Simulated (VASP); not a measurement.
Wanted: the native input for a VASP 6.6.1 run.

```yaml
Task: single point
Functional: r2SCAN
Potentials_or_basis: VASP PAW PBE potentials, release 64 (Ta_sv_GW, N)
Cutoff: 770 eV
k_mesh: 10 × 10 × 4
Occupations: fermi-dirac, width 0.05 eV
Spin: no spin polarisation
Dipole_correction: no
Further_INCAR_settings: ALGO = Normal; EDIFF = 1e-06; NBANDS = 30
```

Ta3N:

```
Ta N
1.0
     2.97032    0.00000    0.00000
    -1.48516    2.57238    0.00000
     0.00000    0.00000    7.37054
Ta N
3 1
Direct
  0.66667 0.33333 0.82607
  0.33333 0.66667 0.17393
  0.00000 0.00000 0.50000
  0.00000 0.00000 0.00000
```

The input as run:

POSCAR

```
Ta3N
1.0
    2.9703244971      0.0000000000      0.0000000000
   -1.4851622486      2.5723764720      0.0000000000
    0.0000000000      0.0000000000      7.3705400853
Ta N
3 1
Direct
    0.6666666667      0.3333333333      0.8260700000
    0.3333333333      0.6666666667      0.1739300000
    0.0000000000      0.0000000000      0.5000000000
    0.0000000000      0.0000000000      0.0000000000
```

INCAR.step1

```
SYSTEM = Ta3N
PREC = Accurate
ENCUT = 770
ISMEAR = -1
SIGMA = 0.05
LREAL = .FALSE.
LASPH = .TRUE.
NELM = 120
NBANDS = 30
GGA = PE
ALGO = Normal
EDIFF = 1E-5
LWAVE = .TRUE.
LCHARG = .FALSE.
GGA_COMPAT = .FALSE.
```

INCAR.step2

```
SYSTEM = Ta3N
PREC = Accurate
ENCUT = 770
EDIFF = 1E-6
ISMEAR = -1
SIGMA = 0.05
LREAL = .FALSE.
LASPH = .TRUE.
NELM = 120
ALGO = Normal
ISIF = 2
LWAVE = .FALSE.
LCHARG = .FALSE.
METAGGA = R2SCAN
LMIXTAU = .TRUE.
NBANDS = 30
ISTART = 1
GGA_COMPAT = .FALSE.
```

KPOINTS

```
Automatic mesh
0
G
  10 10 4
  0 0 0
```

Potentials or basis: VASP PAW PBE potentials, release 64 (Ta_sv_GW, N).

The run is started by

```bash
$ cat potpaw_PBE.64/Ta_sv_GW/POTCAR potpaw_PBE.64/N/POTCAR > POTCAR
$ cp INCAR.step1 INCAR
$ mpirun -np 1 vasp_std > vasp.out
$ cp INCAR.step2 INCAR
$ mpirun -np 1 vasp_std > vasp.out
```

Results of the run:

```yaml
Pressure: 13.1 GPa
Largest_force: 0.400 eV/Å
Band_gap_on_the_k_mesh: zero (bands 22 and 23 overlap by 0.73 eV)
```

Caveat: the cell stands under pressure; the PAW data sets were made with another functional, which shifts forces and pressure a little; spin-orbit coupling is left out, which moves the levels of the heavy elements.

It took 6.8 min on 1 thread of AMD EPYC 9R45 96-Core Processor (Zen 5), with other jobs on the host, peak memory 0.3 GiB.
